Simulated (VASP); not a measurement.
# NiGe15 (F-43m) in VASP: single point with PBEsol+U

Aim: the single point of NiGe15 with PBEsol+U.

Everything below comes from runs of VASP 6.6.1. Logs are shortened: lines on timing, memory, paths and dates and some standing lists are left out, and cuts for length are marked.

## (1) The cell of the first run

It takes space group F-43m (No. 216, cubic). Conventional cell: a = 11.315 Å, b = 11.315 Å, c = 11.315 Å, α = 90.00°, β = 90.00°, γ = 90.00°. Within 3.0 Å of Ni (site symmetry -43m) lie 4 Ge at 2.27 Å. Within 3.3 Å of Ge (site symmetry 2mm) lie 4 Ge at 2.47 to 2.49 Å. Ge (site symmetry -43m) has 4 Ge at 2.49 Å within 3.3 Å. Within 3.0 Å of Ge (site symmetry 3m) lie 1 Ni at 2.27 Å and 3 Ge at 2.49 Å. Ge (site symmetry 3m) has 4 Ge at 2.47 to 2.49 Å within 3.3 Å.

## (2) Single point, PBEsol+U, collinear spin, ferromagnetic start

INCAR

```
SYSTEM = NiGe15
  ALGO = Normal
  EDIFF = 1E-6
  ENCUT = 520
  GGA = PS
  ISIF = 2
  ISMEAR = 0
  ISPIN = 2
  LASPH = .True.
  LCHARG = .True.
  LDAU = .True.
  LDAUJ = 0 0
  LDAUL = 2 -1
  LDAUPRINT = 1
  LDAUTYPE = 2
  LDAUU = 7 0
  LELF = .True.
  LMAXMIX = 4
  LORBIT = 11
  LREAL = Auto
  LVHAR = .True.
  LWAVE = .False.
  MAGMOM = 4 0 0 0 0 0 0 0 0 0 0 0 0 0 0 0
  NBANDS = 128
  NELM = 150
  PREC = Accurate
  SIGMA = 0.05
```

KPOINTS

```
k-points
0
Gamma
  3 3 3
  0 0 0
```

POSCAR

```
NiGe15
1.0
    0.0000000000      5.6575400000      5.6575400000
    5.6575400000      0.0000000000      5.6575400000
    5.6575400000      5.6575400000      0.0000000000
Ni Ge
1 15
Direct
    1.0000000000      0.0000000000      0.0000000000
    0.0045283752      0.0045283752      0.4954716248
    0.0045283752      0.4954716248      0.0045283752
    0.0045283752      0.4954716248      0.4954716248
    0.4954716248      0.0045283752      0.0045283752
    0.4954716248      0.0045283752      0.4954716248
    0.4954716248      0.4954716248      0.0045283752
    0.5000000000      0.5000000000      0.5000000000
    0.1156763553      0.1156763553      0.1156763553
    0.1156763553      0.1156763553      0.6529709342
    0.1156763553      0.6529709342      0.1156763553
    0.1193427411      0.6268857530      0.6268857530
    0.6529709342      0.1156763553      0.1156763553
    0.6268857530      0.1193427411      0.6268857530
    0.6268857530      0.6268857530      0.1193427411
    0.6268857530      0.6268857530      0.6268857530
```

Potentials or basis: VASP PAW PBE potentials, release 64 (Ni, Ge_d).

The run is started by

```console
$ cat potpaw_PBE.64/Ni/POTCAR potpaw_PBE.64/Ge_d/POTCAR > POTCAR
$ mpirun -np 1 vasp_std > vasp.out
```

OUTCAR:

```text
SYSTEM = NiGe15
   EDIFF = 1E-6
   ENCUT = 520
   GGA = PS
   ISIF = 2
   ISMEAR = 0
   ISPIN = 2
   LASPH = .True.
   LORBIT = 11
   LREAL = Auto
   NELM = 150
   PREC = Accurate

 ion  position               nearest neighbor table
   1  0.000  0.000  0.000-  10 2.27  11 2.27  13 2.27   9 2.27
   2  0.005  0.005  0.495-  12 2.47  14 2.47   9 2.49  10 2.49
   3  0.005  0.495  0.005-  12 2.47  15 2.47   9 2.49  11 2.49
   4  0.005  0.495  0.495-  16 2.47  12 2.47  10 2.49  11 2.49
   5  0.495  0.005  0.005-  14 2.47  15 2.47   9 2.49  13 2.49
   6  0.495  0.005  0.495-  16 2.47  14 2.47  10 2.49  13 2.49
[... 8 lines left out ...]
  15  0.627  0.627  0.119-   3 2.47   5 2.47   7 2.47   8 2.49
  16  0.627  0.627  0.627-   4 2.47   6 2.47   7 2.47   8 2.49

  LATTYP: Found a face centered cubic cell.
 ALAT       =    11.3150800000

  Lattice vectors:

 A1 = (   0.0000000000,   5.6575400000,   5.6575400000)
 A2 = (   5.6575400000,   0.0000000000,   5.6575400000)
 A3 = (   5.6575400000,   5.6575400000,   0.0000000000)

Analysis of symmetry for initial positions (statically):
=====================================================================
 Subroutine PRICEL returns:
 Original cell was already a primitive cell.

 Routine SETGRP: Setting up the symmetry group for a
 face centered cubic supercell.

 Subroutine GETGRP returns: Found 24 space group operations
 (whereof 24 operations were pure point group operations)
 out of a pool of 48 trial point group operations.

The static configuration has the point symmetry T_d .

Analysis of symmetry for dynamics (positions and initial velocities):
=====================================================================
 Subroutine PRICEL returns:
 Original cell was already a primitive cell.

 Routine SETGRP: Setting up the symmetry group for a
 face centered cubic supercell.

 Subroutine GETGRP returns: Found 24 space group operations
 (whereof 24 operations were pure point group operations)
 out of a pool of 48 trial point group operations.

The dynamic configuration has the point symmetry T_d .

Analysis of structural, dynamic, and magnetic symmetry:
=====================================================================
 Subroutine PRICEL returns:
 Original cell was already a primitive cell.

 Routine SETGRP: Setting up the symmetry group for a
 face centered cubic supercell.

 Subroutine GETGRP returns: Found 24 space group operations
 (whereof 24 operations were pure point group operations)
 out of a pool of 48 trial point group operations.

The overall configuration has the point symmetry T_d .

 Subroutine INISYM returns: Found 24 space group operations
 (whereof 24 operations are pure point group operations),
 and found     1 'primitive' translations

----------------------------------------------------------------------------------------

                                     Primitive cell

  volume of cell :     362.1704

  direct lattice vectors                    reciprocal lattice vectors
     0.000000000  5.657540000  5.657540000    -0.088377634  0.088377634  0.088377634
     5.657540000  0.000000000  5.657540000     0.088377634 -0.088377634  0.088377634
     5.657540000  5.657540000  0.000000000     0.088377634  0.088377634 -0.088377634

  length of vectors
     8.000969798  8.000969798  8.000969798     0.153074553  0.153074553  0.153074553

  position of ions in fractional coordinates (direct lattice)
     0.000000000  0.000000000  0.000000000
     0.004528375  0.004528375  0.495471625
     0.004528375  0.495471625  0.004528375
     0.004528375  0.495471625  0.495471625
     0.495471625  0.004528375  0.004528375
     0.495471625  0.004528375  0.495471625
[... 8 lines left out ...]
     0.626885753  0.626885753  0.119342741
[... 100 lines left out ...]
   GGA     = PS    functional components
   LHFCALC =     F    Hartree Fock is set to
   AEXX    =    0.0000 exact exchange contribution
   IVDW    =     0    specifies the selected vdW correction
   LEPSILON=     F    determine dielectric tensor
   LRPA    =     F    only Hartree local field effects (RPA)
 spin polarized calculation
 Gauss-broadening in eV      SIGMA  =   0.05
  energy-cutoff  :      520.00
  volume of cell :      362.17
 maximum number of plane-waves:      9765
   NGX = 29   NGY = 29   NGZ = 29

 number of electron     219.9999956 magnetization       0.0001424

atom =   1  type =  1  l = 2

 onsite density matrix

spin component  1

  0.8652  0.0000  0.0000  0.0000  0.0000
  0.0000  0.8652  0.0000  0.0000  0.0000
  0.0000  0.0000  0.9239 -0.0000  0.0000
  0.0000  0.0000 -0.0000  0.8652 -0.0000
  0.0000  0.0000  0.0000 -0.0000  0.9239

spin component  2

  0.8652  0.0000  0.0000  0.0000  0.0000
  0.0000  0.8652  0.0000  0.0000  0.0000
  0.0000  0.0000  0.9240 -0.0000  0.0000
  0.0000  0.0000 -0.0000  0.8652 -0.0000
  0.0000  0.0000  0.0000 -0.0000  0.9240

 occupancies and eigenvectors

  o =  0.8652  v =  0.0000  0.0000  0.0000  0.0000  0.0000  1.0000  0.0000  0.0000  0.0000  0.0000      0.0000  0.0000  0.0000  0.0000  0.0000  0.0000  0.0000  0.0000  0.0000  0.0000
  o =  0.8652  v =  0.0000  0.0000  0.0000  0.0000  0.0000  0.0000  0.3856  0.0000 -0.9227  0.0000      0.0000  0.0000  0.0000  0.0000  0.0000  0.0000  0.0000  0.0000  0.0000  0.0000
  o =  0.8652  v =  0.0000  0.0000  0.0000  0.0000  0.0000  0.0000 -0.9227 -0.0000 -0.3856  0.0000      0.0000  0.0000  0.0000  0.0000  0.0000  0.0000  0.0000  0.0000  0.0000  0.0000
  o =  0.8652  v =  0.0000 -0.7567  0.0000 -0.6538  0.0000  0.0000  0.0000  0.0000  0.0000  0.0000      0.0000  0.0000  0.0000  0.0000  0.0000  0.0000  0.0000  0.0000  0.0000  0.0000
  o =  0.8652  v =  1.0000  0.0000  0.0000  0.0000  0.0000  0.0000  0.0000  0.0000  0.0000  0.0000      0.0000  0.0000  0.0000  0.0000  0.0000  0.0000  0.0000  0.0000  0.0000  0.0000
  o =  0.8652  v =  0.0000 -0.6538 -0.0000  0.7567  0.0000  0.0000  0.0000  0.0000  0.0000  0.0000      0.0000  0.0000  0.0000  0.0000  0.0000  0.0000  0.0000  0.0000  0.0000  0.0000
  o =  0.9239  v =  0.0000  0.0000  1.0000  0.0000  0.0001  0.0000  0.0000  0.0000  0.0000  0.0000      0.0000  0.0000  0.0000  0.0000  0.0000  0.0000  0.0000  0.0000  0.0000  0.0000
  o =  0.9239  v =  0.0000  0.0000 -0.0001 -0.0000  1.0000  0.0000  0.0000  0.0000  0.0000  0.0000      0.0000  0.0000  0.0000  0.0000  0.0000  0.0000  0.0000  0.0000  0.0000  0.0000
  o =  0.9240  v =  0.0000  0.0000  0.0000  0.0000  0.0000  0.0000 -0.0000 -0.0005  0.0000  1.0000      0.0000  0.0000  0.0000  0.0000  0.0000  0.0000  0.0000  0.0000  0.0000  0.0000
  o =  0.9240  v =  0.0000  0.0000  0.0000  0.0000  0.0000  0.0000 -0.0000  1.0000 -0.0000  0.0005      0.0000  0.0000  0.0000  0.0000  0.0000  0.0000  0.0000  0.0000  0.0000  0.0000

 number of electron     219.9999956 magnetization      -0.0002303

 Free energy of the ion-electron system (eV)
  ---------------------------------------------------
  ext. energy  EPLUGINS =         0.00000000
  ---------------------------------------------------
  free energy    TOTEN  =       -75.12914612 eV

  energy without entropy =      -75.11242735  energy(sigma->0) =      -75.12078673

 E-fermi :   3.9064     XC(G=0): -10.1039

 val. band max:        3.9063809452   @ k =   0.3333   0.0000   0.0000
 cond. band min:       3.9063865042   @ k =   0.3333   0.0000   0.0000
 fundamental gap:      0.0000055590
 Fermi energy:         3.9063815851

 spin component 1

 k-point     1 :       0.0000    0.0000    0.0000
  band No.  band energies     occupation
      1     -20.2692      1.00000
      2     -20.2692      1.00000
      3     -20.2692      1.00000
      4     -20.2103      1.00000
      5     -20.2103      1.00000
      6     -20.2103      1.00000
[... 489 lines left out ...]
    121       7.8702      0.00000
    122       8.0193      0.00000
 Fermi energy:         3.9063815851

 spin component 2

 k-point     1 :       0.0000    0.0000    0.0000
  band No.  band energies     occupation
      1     -20.2692      1.00000
      2     -20.2692      1.00000
      3     -20.2692      1.00000
      4     -20.2103      1.00000
      5     -20.2103      1.00000
      6     -20.2103      1.00000
[... 489 lines left out ...]
    121       7.8702      0.00000
    122       8.0193      0.00000
 [bands above 122 left out]

------------------------ aborting loop because EDIFF is reached ----------------------------------------

  FORCE on cell =-STRESS in cart. coord.  units (eV):
  Direction    XX          YY          ZZ          XY          YZ          ZX
  --------------------------------------------------------------------------------------
  -------------------------------------------------------------------------------------
  Total       -4.2900837     -4.2900837     -4.2900837      0.0000000      0.0000000      0.0000000
  in kB      -18.9785684    -18.9785684    -18.9785684      0.0000000      0.0000000      0.0000000
  external PRESSURE =     -18.9785684 kB  Pullay stress =       0.0000000 kB

 VOLUME and BASIS-vectors are now :
 -----------------------------------------------------------------------------
  energy-cutoff  :      520.00
  volume of cell :      362.17
      direct lattice vectors                 reciprocal lattice vectors
     0.000000000  5.657540000  5.657540000    -0.088377634  0.088377634  0.088377634
     5.657540000  0.000000000  5.657540000     0.088377634 -0.088377634  0.088377634
     5.657540000  5.657540000  0.000000000     0.088377634  0.088377634 -0.088377634

 POSITION                                       TOTAL-FORCE (eV/Angst)
 -----------------------------------------------------------------------------------
      0.00000      0.00000      0.00000        -0.000000     -0.000000     -0.000000
      2.82877      2.82877      0.05124        -0.000000     -0.000000      0.016105
      2.82877      0.05124      2.82877        -0.000000      0.016105     -0.000000
      5.60630      2.82877      2.82877        -0.016105     -0.000000     -0.000000
      0.05124      2.82877      2.82877         0.016105     -0.000000     -0.000000
      2.82877      5.60630      2.82877        -0.000000     -0.016105     -0.000000
[... 8 lines left out ...]
      4.22182      4.22182      7.09326        -0.001890     -0.001890      0.001890
      7.09326      7.09326      7.09326         0.001890      0.001890      0.001890
 -----------------------------------------------------------------------------------
    total drift:                               -0.000002     -0.000002     -0.000002

  FREE ENERGIE OF THE ION-ELECTRON SYSTEM (eV)
  ---------------------------------------------------
  free  energy   TOTEN  =       -75.1291461177 eV

  energy  without entropy=      -75.1124273457  energy(sigma->0) =      -75.12078673

 total charge

# of ion       s       p       d       tot
------------------------------------------
    1        0.510   0.405   8.848   9.763
    2        1.149   1.199  10.018  12.366
    3        1.149   1.199  10.018  12.366
    4        1.149   1.199  10.018  12.366
    5        1.149   1.199  10.018  12.366
    6        1.149   1.199  10.018  12.366
[... 8 lines left out ...]
   15        1.137   1.222  10.018  12.376
   16        1.137   1.222  10.018  12.376
--------------------------------------------------
tot         17.760  18.285 159.166 195.211

 magnetization (x)

# of ion       s       p       d       tot
------------------------------------------
    1        0.000  -0.000   0.000   0.000
    2        0.000  -0.000   0.000   0.000
    3        0.000  -0.000   0.000   0.000
    4        0.000  -0.000   0.000   0.000
    5        0.000  -0.000   0.000   0.000
    6        0.000  -0.000   0.000   0.000
[... 8 lines left out ...]
   15        0.000  -0.000  -0.000  -0.000
   16        0.000  -0.000  -0.000  -0.000
--------------------------------------------------
tot          0.000  -0.000   0.000   0.000
```

Wall time 36 min (1 thread of Oxide Virtual Turin-like, shared host); peak memory 0.76 GiB.

What came out:

- Free energy: -75.1291 eV
- Pressure: -1.9 GPa
- Largest force: 0.340 eV/Å
- Band gap on the k mesh: zero (filled and empty bands overlap)
- Net moment: 0.00 μB per cell
- Valence electrons inside the program's atomic spheres: Ni 9.76; Ge 12.37, 12.36, 12.35, 12.38 (each value once)

Forces on the atoms (eV/Å):
```
Ni   0.000  0.000  0.000
Ge   0.000  0.000  0.016
Ge   0.000  0.016  0.000
Ge  -0.016  0.000  0.000
Ge   0.016  0.000  0.000
Ge   0.000 -0.016  0.000
Ge   0.000  0.000 -0.016
Ge   0.000  0.000  0.000
Ge  -0.196 -0.196 -0.196
Ge   0.196  0.196 -0.196
Ge   0.196 -0.196  0.196
Ge   0.002 -0.002 -0.002
Ge  -0.196  0.196  0.196
Ge  -0.002  0.002 -0.002
Ge  -0.002 -0.002  0.002
Ge   0.002  0.002  0.002
```

Levels at points of the mesh, in eV from the Fermi level:
Spin up:
```tsv
k point	band 107	band 108	band 109	band 110	band 111	band 112
(0.00, 0.00, 0.00)	0.18	0.18	0.18	0.83	1.02	1.02
```
Spin down:
```tsv
k point	band 107	band 108	band 109	band 110	band 111	band 112
(0.00, 0.00, 0.00)	0.18	0.18	0.18	0.83	1.02	1.02
```

Eigenvalues of the final occupation matrices:
| site | spin | trace | eigenvalues |
| --- | --- | --- | --- |
| site 1 d | 1 | 4.44 | 0.87 0.87 0.87 0.92 0.92 |
| site 1 d | 2 | 4.44 | 0.87 0.87 0.87 0.92 0.92 |

Caveat: the moments typed at the start vanished in this run; the PAW data sets were made with another functional, which shifts forces and pressure a little; the U is typed as a test and isn't derived for this compound.
